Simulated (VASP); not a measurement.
Here is a VASP 6.6.1 calculation.

File INCAR:

```
SYSTEM = SiC
AGGAC = 1.0
AGGAX = 1.0
ALDAC = 0.0
ALDAX = 1.0
ALGO = Normal
EDIFF = 1E-7
EDIFFG = -0.01
ENCUT = 600
GGA = B5
GGA_COMPAT = .FALSE.
IBRION = 2
ISIF = 3
ISMEAR = -1
IVDW = 13
LASPH = .TRUE.
LCHARG = .FALSE.
LREAL = .FALSE.
LWAVE = .FALSE.
NELM = 120
NELMIN = 4
NSW = 80
PREC = Accurate
SIGMA = 0.05
VDW_A1 = 0.44488865
VDW_A2 = 4.0933009
VDW_S6 = 1.0
VDW_S8 = 2.34076671
```

KPOINTS

```
k-points
0
G
  10 10 10
  0 0 0
```

Contents of POSCAR:

```
SiC
1.0
    0.0000000000      2.1790000000      2.1790000000
    2.1790000000      0.0000000000      2.1790000000
    2.1790000000      2.1790000000      0.0000000000
Si C
1 1
Direct
    0.0000000000      0.0000000000      0.0000000000
    0.7500000000      0.7500000000      0.7500000000
```

Potentials or basis: VASP PAW PBE potentials, release 64 (Si, C).

Command:

```bash
$ cat potpaw_PBE.64/Si/POTCAR potpaw_PBE.64/C/POTCAR > POTCAR
$ mpirun -np 1 vasp_std > vasp.out
```

(1) Predict the band gap on the k mesh.

(2) What does it give for the space group after relaxing (to 0.1 Å)?

Results:

(1) 1.70 eV (least direct gap 4.84 eV).

(2) F-43m (No. 216).
